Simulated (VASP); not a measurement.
# Cr (Pm-3m) in VASP: a series of runs

Runs on Cr. Level: BLYP. Tasks: single point.

Program: VASP 6.6.1. These are calculated values, not measurements. Logs are shortened: lines on timing, memory, paths and dates and some standing lists are left out, and cuts for length are marked.

## Step 1: The cell of the first run

The structure is cubic, space group Pm-3m (No. 221). Conventional cell: a = 2.334 Å, b = 2.334 Å, c = 2.334 Å, α = 90.00°, β = 90.00°, γ = 90.00°. Cr (site symmetry m-3m) has 6 Cr at 2.33 Å within 3.1 Å.

## Step 2: Single point, BLYP, collinear spin, ferromagnetic start (volume scaled by 0.96)

Contents of INCAR:

```
PREC = Accurate ; ENCUT = 520
EDIFF = 1E-6 ; ISMEAR = -1
SIGMA = 0.05 ; LREAL = False
LASPH = True ; NELM = 150
ALGO = Normal ; ISIF = 2
LWAVE = False ; LCHARG = False
ISPIN = 2 ; MAGMOM = 1.5
LORBIT = 11 ; LMAXMIX = 4
GGA = B5 ; ALDAX = 1.0
AGGAX = 1.0 ; AGGAC = 1.0
ALDAC = 0.0 ; NBANDS = 16
```

Contents of KPOINTS:

```
regular mesh
0
Gamma
  15 15 15
```

Contents of POSCAR:

```
Cr
1.0
    2.3339902209      0.0000000000      0.0000000000
    0.0000000000      2.3339902209      0.0000000000
    0.0000000000      0.0000000000      2.3339902209
Cr
1
Direct
    0.0000000000      0.0000000000      0.0000000000
```

Potentials or basis: VASP PAW PBE potentials, release 64 (Cr_pv).

Started as:

```sh
$ cat potpaw_PBE.64/Cr_pv/POTCAR > POTCAR
$ mpirun -np 1 vasp_std > vasp.out
```

OUTCAR:

```text
PREC = Accurate
   ENCUT = 520
   EDIFF = 1E-6
   ISMEAR = -1
   LREAL = False
   LASPH = True
   NELM = 150
   ISIF = 2
   ISPIN = 2
   LORBIT = 11
   GGA = B5

 ion  position               nearest neighbor table
   1  0.000  0.000  0.000-

  LATTYP: Found a simple cubic cell.
 ALAT       =     2.3339902209

  Lattice vectors:

 A1 = (   2.3339902209,   0.0000000000,   0.0000000000)
 A2 = (   0.0000000000,   2.3339902209,   0.0000000000)
 A3 = (   0.0000000000,   0.0000000000,   2.3339902209)

Analysis of symmetry for initial positions (statically):
=====================================================================
 Subroutine PRICEL returns:
 Original cell was already a primitive cell.

 Routine SETGRP: Setting up the symmetry group for a
 simple cubic supercell.

 Subroutine GETGRP returns: Found 48 space group operations
 (whereof 48 operations were pure point group operations)
 out of a pool of 48 trial point group operations.

The static configuration has the point symmetry O_h .

Analysis of symmetry for dynamics (positions and initial velocities):
=====================================================================
 Subroutine PRICEL returns:
 Original cell was already a primitive cell.

 Routine SETGRP: Setting up the symmetry group for a
 simple cubic supercell.

 Subroutine GETGRP returns: Found 48 space group operations
 (whereof 48 operations were pure point group operations)
 out of a pool of 48 trial point group operations.

The dynamic configuration has the point symmetry O_h .

Analysis of structural, dynamic, and magnetic symmetry:
=====================================================================
 Subroutine PRICEL returns:
 Original cell was already a primitive cell.

 Routine SETGRP: Setting up the symmetry group for a
 simple cubic supercell.

 Subroutine GETGRP returns: Found 48 space group operations
 (whereof 48 operations were pure point group operations)
 out of a pool of 48 trial point group operations.

The overall configuration has the point symmetry O_h .

 Subroutine INISYM returns: Found 48 space group operations
 (whereof 48 operations are pure point group operations),
 and found     1 'primitive' translations

----------------------------------------------------------------------------------------

                                     Primitive cell

  volume of cell :      12.7144

[... 93 lines left out ...]
   ISYM   =      2    0-nonsym 1-usesym 2-fastsym
   POTIM  = 0.5000    time-step for ionic-motion
   TEBEG  =    0.0;   TEEND  =   0.0 temperature during run
   PSTRESS=    0.0 pullay stress
   NELECT =      12.0000    total number of electrons
   NUPDOWN=      -1.0000    fix difference up-down
   EMIN   =  10.00;   EMAX   =-10.00  energy-range for DOS
   EFERMI =   0.00;   METHOD = LEGACY
   ISMEAR =    -1;   SIGMA  =   0.05  broadening in eV -4-tet -1-fermi 0-gaus
   EFERMI_NEDOS =   21; number of points for ismear=-14 and -15
   IALGO  =     38    algorithm
   IMIX   =      4    mixing-type and parameters
     AMIX     =   0.40;   BMIX     =  1.00
     AMIX_MAG =   1.60;   BMIX_MAG =  1.00
  volume/ion in A,a.u.               =      12.71        85.80
  Fermi-wavevector in a.u.,A,eV,Ry     =   1.605842  3.034602 35.085743  2.578729
  Thomas-Fermi vector in A             =   2.702124
   LORBIT       =     11    0 simple, 1 ext, 2 COOP (PROOUT), +10 PAW based schemes
   GGA     = B5    functional components
   LHFCALC =     F    Hartree Fock is set to
   AEXX    =    0.0000 exact exchange contribution
   IVDW    =     0    specifies the selected vdW correction
   LEPSILON=     F    determine dielectric tensor
   LRPA    =     F    only Hartree local field effects (RPA)
 spin polarized calculation
  energy-cutoff  :      520.00
  volume of cell :       12.71
 maximum number of plane-waves:       353
 NGX is ok and might be reduce to    18
   NGX =  9   NGY =  9   NGZ =  9

 number of electron      11.9999998 magnetization       0.0004703

 Free energy of the ion-electron system (eV)
  ---------------------------------------------------
  ext. energy  EPLUGINS =         0.00000000
  ---------------------------------------------------
  free energy    TOTEN  =        -7.46959413 eV

  energy without entropy =       -7.45313713  energy(sigma->0) =       -7.46136563

 E-fermi :  10.1840     XC(G=0): -12.3985

 val. band max:       10.1798355644   @ k =   0.3333   0.3333   0.2000
 cond. band min:      10.1841397497   @ k =   0.4667   0.4667   0.1333
 fundamental gap:      0.0043041853
 Fermi energy:        10.1839524470

 spin component 1

 k-point     1 :       0.0000    0.0000    0.0000
  band No.  band energies     occupation
      1     -32.1505      1.00000
      2     -32.1505      1.00000
      3     -32.1505      1.00000
      4       3.0632      1.00000
      5       6.9701      1.00000
      6       6.9701      1.00000
[... 435 lines left out ...]
      5       7.9775      1.00000
      6       9.2289      1.00000
[... 8 lines left out ...]
     15      36.9441      0.00000
     16      43.3434      0.00000

 [... further k-points ...]

 spin component 2

 k-point     1 :       0.0000    0.0000    0.0000
  band No.  band energies     occupation
      1     -32.1501      1.00000
      2     -32.1501      1.00000
      3     -32.1501      1.00000
      4       3.0634      1.00000
      5       6.9705      1.00000
      6       6.9705      1.00000
[... 435 lines left out ...]
      5       7.9779      1.00000
      6       9.2292      1.00000
[... 8 lines left out ...]
     15      36.9443      0.00000
     16      43.3437      0.00000

 [... further k-points ...]
[... 5 lines left out ...]
  --------------------------------------------------------------------------------------
  -------------------------------------------------------------------------------------
  Total        0.6870436      0.6870436      0.6870436      0.0000000      0.0000000      0.0000000
  in kB       86.5760541     86.5760541     86.5760541      0.0000000      0.0000000      0.0000000
  external PRESSURE =      86.5760541 kB  Pullay stress =       0.0000000 kB

 VOLUME and BASIS-vectors are now :
 -----------------------------------------------------------------------------
  energy-cutoff  :      520.00
  volume of cell :       12.71
      direct lattice vectors                 reciprocal lattice vectors
     2.333990221  0.000000000  0.000000000     0.428450810  0.000000000  0.000000000
     0.000000000  2.333990221  0.000000000     0.000000000  0.428450810  0.000000000
     0.000000000  0.000000000  2.333990221     0.000000000  0.000000000  0.428450810

 POSITION                                       TOTAL-FORCE (eV/Angst)
 -----------------------------------------------------------------------------------
      0.00000      0.00000      0.00000         0.000000      0.000000      0.000000
 -----------------------------------------------------------------------------------
    total drift:                               -0.000000      0.000000      0.000000

  FREE ENERGIE OF THE ION-ELECTRON SYSTEM (eV)
  ---------------------------------------------------
  free  energy   TOTEN  =        -7.4695941308 eV

  energy  without entropy=       -7.4531371283  energy(sigma->0) =       -7.46136563

 total charge

# of ion       s       p       d       tot
------------------------------------------
    1        0.411   6.298   4.403  11.112

 magnetization (x)

# of ion       s       p       d       tot
------------------------------------------
    1        0.000   0.000   0.000   0.000
```

stdout:

```text
POSCAR found type information on POSCAR Cr
 POSCAR found :  1 types and       1 ions
 scaLAPACK will be used
 -----------------------------------------------------------------------------
|                                                                             |
|                                                                             |
|     You enforced a specific xc type in the INCAR file but a different       |
|     I HOPE YOU KNOW WHAT YOU ARE DOING!                                     |
|                                                                             |
 -----------------------------------------------------------------------------

 LDA part: xc-table for (Slater(with rela. corr.)+VWN5), standard interpolation
 POSCAR, INCAR and KPOINTS ok, starting setup
 FFT: planning ... GRIDC
 FFT: planning ... GRID_SOFT
 FFT: planning ... GRID
 WAVECAR not read
 entering main loop
```

Run time: 19 s. Hardware: 1 thread of Intel Xeon 6975P-C (Granite Rapids), shared host; peak memory 0.15 GiB.

Results:

```yaml
Free_energy: -7.4696 eV
Pressure: 8.7 GPa
Band_gap_on_the_k_mesh: zero (filled and empty bands overlap)
Net_moment: 0.00 μB per cell
Valence_electrons_inside_the_program's_atomic_spheres: Cr 11.11
```

Caveat: the cell differs from its parent crystal (volume scaled by 0.96); the starting moments collapsed, and a magnetic state may lie lower; the PAW data sets were made with another functional, which shifts forces and pressure a little.

## Step 3: Single point, BLYP, collinear spin, ferromagnetic start

This run uses another cell than the first one, of 13.24 Å³/atom, 1.042 times its volume.

Contents of INCAR:

```
SYSTEM = Cr
AGGAC = 1.0
AGGAX = 1.0
ALDAC = 0.0
ALDAX = 1.0
ALGO = Normal
EDIFF = 1E-6
ENCUT = 520
GGA = B5
ISIF = 2
ISMEAR = -1
ISPIN = 2
LASPH = .TRUE.
LCHARG = .TRUE.
LELF = .TRUE.
LMAXMIX = 4
LORBIT = 11
LREAL = .FALSE.
LVHAR = .TRUE.
LWAVE = .FALSE.
MAGMOM = 1.5
NBANDS = 16
NELM = 150
PREC = Accurate
SIGMA = 0.05
```

Contents of KPOINTS:

```
k-points
0
G
  15 15 15
  0 0 0
```

Contents of POSCAR:

```
Cr
1.0
    2.3659666632      0.0000000000      0.0000000000
    0.0000000000      2.3659666632      0.0000000000
    0.0000000000      0.0000000000      2.3659666632
Cr
1
Direct
    0.0000000000      0.0000000000      0.0000000000
```

Potentials or basis: VASP PAW PBE potentials, release 64 (Cr_pv).

Started as:

```sh
$ cat potpaw_PBE.64/Cr_pv/POTCAR > POTCAR
$ mpirun -np 1 vasp_std > vasp.out
```

OUTCAR:

```text
SYSTEM = Cr
   EDIFF = 1E-6
   ENCUT = 520
   GGA = B5
   ISIF = 2
   ISMEAR = -1
   ISPIN = 2
   LASPH = .TRUE.
   LORBIT = 11
   LREAL = .FALSE.
   NELM = 150
   PREC = Accurate

 ion  position               nearest neighbor table
   1  0.000  0.000  0.000-

  LATTYP: Found a simple cubic cell.
 ALAT       =     2.3659666632

  Lattice vectors:

 A1 = (   2.3659666632,   0.0000000000,   0.0000000000)
 A2 = (   0.0000000000,   2.3659666632,   0.0000000000)
 A3 = (   0.0000000000,   0.0000000000,   2.3659666632)

Analysis of symmetry for initial positions (statically):
=====================================================================
 Subroutine PRICEL returns:
 Original cell was already a primitive cell.

 Routine SETGRP: Setting up the symmetry group for a
 simple cubic supercell.

 Subroutine GETGRP returns: Found 48 space group operations
 (whereof 48 operations were pure point group operations)
 out of a pool of 48 trial point group operations.

The static configuration has the point symmetry O_h .

Analysis of symmetry for dynamics (positions and initial velocities):
=====================================================================
 Subroutine PRICEL returns:
 Original cell was already a primitive cell.

 Routine SETGRP: Setting up the symmetry group for a
 simple cubic supercell.

 Subroutine GETGRP returns: Found 48 space group operations
 (whereof 48 operations were pure point group operations)
 out of a pool of 48 trial point group operations.

The dynamic configuration has the point symmetry O_h .

Analysis of structural, dynamic, and magnetic symmetry:
=====================================================================
 Subroutine PRICEL returns:
 Original cell was already a primitive cell.

 Routine SETGRP: Setting up the symmetry group for a
 simple cubic supercell.

 Subroutine GETGRP returns: Found 48 space group operations
 (whereof 48 operations were pure point group operations)
[... 126 lines left out ...]
   LHFCALC =     F    Hartree Fock is set to
   AEXX    =    0.0000 exact exchange contribution
   IVDW    =     0    specifies the selected vdW correction
   LEPSILON=     F    determine dielectric tensor
   LRPA    =     F    only Hartree local field effects (RPA)
 spin polarized calculation
  energy-cutoff  :      520.00
  volume of cell :       13.24
 maximum number of plane-waves:       370
 NGX is ok and might be reduce to    18
   NGX =  9   NGY =  9   NGZ =  9

 number of electron      12.0000022 magnetization       0.0004461

 Free energy of the ion-electron system (eV)
  ---------------------------------------------------
  ext. energy  EPLUGINS =         0.00000000
  ---------------------------------------------------
  free energy    TOTEN  =        -7.48533462 eV

  energy without entropy =       -7.46866621  energy(sigma->0) =       -7.47700041

 E-fermi :   9.6482     XC(G=0): -12.1771

 val. band max:        9.6476909551   @ k =   0.3333   0.2667   0.2000
 cond. band min:       9.6590069020   @ k =   0.3333   0.2000   0.2000
 fundamental gap:      0.0113159469
 Fermi energy:         9.6482261752

 spin component 1

 k-point     1 :       0.0000    0.0000    0.0000
  band No.  band energies     occupation
      1     -32.7331      1.00000
      2     -32.7331      1.00000
      3     -32.7331      1.00000
      4       2.6767      1.00000
      5       6.6000      1.00000
      6       6.6000      1.00000
[... 435 lines left out ...]
      5       7.5515      1.00000
      6       8.7250      1.00000
[... 8 lines left out ...]
     15      35.6109      0.00000
     16      41.9610      0.00000

 [... further k-points ...]

 spin component 2

 k-point     1 :       0.0000    0.0000    0.0000
  band No.  band energies     occupation
      1     -32.7327      1.00000
      2     -32.7327      1.00000
      3     -32.7327      1.00000
      4       2.6768      1.00000
      5       6.6003      1.00000
      6       6.6003      1.00000
[... 435 lines left out ...]
      5       7.5518      1.00000
      6       8.7253      1.00000
[... 8 lines left out ...]
     15      35.6110      0.00000
     16      41.9613      0.00000

 [... further k-points ...]
[... 5 lines left out ...]
  --------------------------------------------------------------------------------------
  -------------------------------------------------------------------------------------
  Total        0.0772859      0.0772859      0.0772859     -0.0000000     -0.0000000      0.0000000
  in kB        9.3494317      9.3494317      9.3494317     -0.0000000     -0.0000000      0.0000000
  external PRESSURE =       9.3494317 kB  Pullay stress =       0.0000000 kB

 VOLUME and BASIS-vectors are now :
 -----------------------------------------------------------------------------
  energy-cutoff  :      520.00
  volume of cell :       13.24
      direct lattice vectors                 reciprocal lattice vectors
     2.365966663  0.000000000  0.000000000     0.422660224  0.000000000  0.000000000
     0.000000000  2.365966663  0.000000000     0.000000000  0.422660224  0.000000000
     0.000000000  0.000000000  2.365966663     0.000000000  0.000000000  0.422660224

 POSITION                                       TOTAL-FORCE (eV/Angst)
 -----------------------------------------------------------------------------------
      0.00000      0.00000      0.00000         0.000000      0.000000      0.000000
 -----------------------------------------------------------------------------------
    total drift:                                0.000000      0.000000      0.000000

  FREE ENERGIE OF THE ION-ELECTRON SYSTEM (eV)
  ---------------------------------------------------
  free  energy   TOTEN  =        -7.4853346162 eV

  energy  without entropy=       -7.4686662111  energy(sigma->0) =       -7.47700041

 total charge

# of ion       s       p       d       tot
------------------------------------------
    1        0.402   6.281   4.355  11.038

 magnetization (x)

# of ion       s       p       d       tot
------------------------------------------
    1        0.000   0.000   0.000   0.000
```

Run time: 20 s. Hardware: 1 thread of Intel Xeon 6975P-C (Granite Rapids), shared host; peak memory 0.15 GiB.

What came out:

* Free energy: -7.4853 eV
* Pressure: 0.9 GPa
* Band gap on the k mesh: zero (filled and empty bands overlap)
* Net moment: 0.00 μB per cell
* Valence electrons inside the program's atomic spheres: Cr 11.04

Caveat: the starting moments collapsed, and a magnetic state may lie lower; the PAW data sets were made with another functional, which shifts forces and pressure a little.

(Continued in part 2 of 2.)
